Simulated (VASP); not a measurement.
Si:

```
Si
1.0
     0.00000    2.73505    2.73505
     2.73505    0.00000    2.73505
     2.73505    2.73505    0.00000
Si
2
Cartesian
  1.3675 1.3675 1.3675
  0.0000 0.0000 0.0000
```

```yaml
Program: VASP 6.6.1
Task: relaxation of cell and atoms
Functional: LDA
Potentials_or_basis: VASP PAW LDA potentials, release 64 (Si)
Cutoff: 600 eV
k_mesh: 8 × 8 × 8
Occupations: fermi-dirac, width 0.02 eV
Spin: no spin polarisation
```

At the start: pressure -3.3 GPa; volume 20.46 Å³/atom.

Where does the relaxation end?

Over 3 steps the energy falls by 7.9 meV/atom and the volume is 19.72 Å³/atom (-3.6 %); space group Fd-3m (No. 227, to 0.05 Å).

The path:
```csv
step,energy change (eV),largest force (eV/Å),pressure (GPa),volume (Å³)
1,0.0000,0.0000,-3.30,40.92
2,-0.0084,0.0000,2.52,38.47
3,-0.0158,0.0000,-0.01,39.44
```

Final structure:
```
Si
1.0
     0.00000    2.70163    2.70163
     2.70163    0.00000    2.70163
     2.70163    2.70163    0.00000
Si
2
Cartesian
  1.3508 1.3508 1.3508
  0.0000 0.0000 0.0000
```
